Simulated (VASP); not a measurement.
Here is a VASP 6.6.1 calculation.

INCAR

```
SYSTEM = BaS
PREC = Accurate
ENCUT = 520
EDIFF = 1E-7
ISMEAR = 0
SIGMA = 0.05
LREAL = .FALSE.
LASPH = .TRUE.
NELM = 60
ALGO = Normal
ISIF = 2
LWAVE = .FALSE.
LCHARG = .FALSE.
GGA = PE
NBANDS = 15
```

KPOINTS

```
Automatic mesh
0
G
  10 10 8
  0 0 0
```

Contents of POSCAR:

```
BaS
1.0
    4.3652937922      0.0000000000      0.0000000000
   -2.1826468961      3.7804553190      0.0000000000
    0.0000000000      0.0000000000      4.0178506233
Ba S
1 1
Direct
    0.0000000000      0.0000000000      0.0000000000
    0.6666666667      0.3333333333      0.5000000000
```

Potentials or basis: VASP PAW PBE potentials, release 64 (Ba_sv, S).

Run with:

```bash
$ cat potpaw_PBE.64/Ba_sv/POTCAR potpaw_PBE.64/S/POTCAR > POTCAR
$ mpirun -np 1 vasp_std > vasp.out
```

Estimate the band gap on the k mesh.

2.00 eV.

Estimate the pressure.

0.1 GPa.

Stress tensor (GPa, compression positive):
```
 0.40  0.00  0.00
 0.00  0.40  0.00
 0.00  0.00 -0.36
```

Caveat: spin-orbit coupling is left out, which moves the levels of the heavy elements. A k mesh can miss the band edges.
